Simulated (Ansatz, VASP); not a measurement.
# Two plane-wave programs on Ti

Contents of INCAR:

```
ALGO     = Fast           # electronic algorithm
EDIFF    = 1E-6           # SCF threshold, eV
ENCUT    = 520            # plane-wave cutoff, eV
GGA      = PE             # functional
ISIF     = 2              # what is computed and relaxed
ISMEAR   = 0              # smearing method
LASPH    = True           # aspherical terms in the spheres
LCHARG   = True           # write CHGCAR
LELF     = True           # ELF
LREAL    = False          # projectors in reciprocal space
LVHAR    = True         
LWAVE    = False          # write WAVECAR
NBANDS   = 19             # bands
NELM     = 80             # most SCF steps
PREC     = Accurate       # precision mode
SIGMA    = 0.15           # smearing width, eV
```

KPOINTS

```
k-points
0
Gamma
  24 24 14
```

POSCAR

```
Ti
1.0
    3.1735347062      0.0000000000      0.0000000000
   -1.5867673531      2.7483616754      0.0000000000
    0.0000000000      0.0000000000      4.4646086540
Ti
2
Direct
    0.3333333333      0.6666666667      0.2500000000
    0.6666666667      0.3333333333      0.7500000000
```

Input for Ansatz:

```yaml
crystal:
  lattice:
    - [3.1735347062, 0.0, 0.0]
    - [-1.5867673531, 2.7483616754, 0.0]
    - [0.0, 0.0, 4.464608654]
  atoms:
    - { symbol: Ti, position: [0.3333333333, 0.6666666667, 0.25] }
    - { symbol: Ti, position: [0.6666666667, 0.3333333333, 0.75] }
basis:
  ecutwfc: 420
kpoints:
  mp_grid: { grid: [24, 24, 14] }
hamiltonian:
  xc: pbe
scf:
  occupations: { method: gaussian, width: 0.15 }
output:
  forces: true
  stress: true
  eigenvalues: true
```

Change from the starting cell: strain +0.080 along x and y, -0.040 along z, atoms carried along.

Alike in both runs: task single point; functional PBE; k mesh 24 × 24 × 14; occupations gaussian, width 0.15 eV; no spin polarisation.

```csv
,VASP,Ansatz
version,VASP 6.6.1,Ansatz 0.2.0
potentials or method,"VASP PAW PBE potentials, release 64 (Ti_sv), cutoff 520 eV","scalar-relativistic, plane waves, PAW"
valence electrons in the cell,24,24
```

Ansatz gave:

* gap on the k mesh at the Fermi level (eV): none
* pressure (GPa): -9.7
* traceless stress, the component that is largest in VASP (GPa): 5.93

What did VASP give for the same quantities?

gap on the k mesh at the Fermi level (eV): none; pressure (GPa): -9.8; traceless stress, the component that is largest in VASP (GPa): 5.89.

A gap of «none» marks a metal or a gap that the smearing closes. The functional is the same, so the differences come from potentials, cutoffs and numerics.
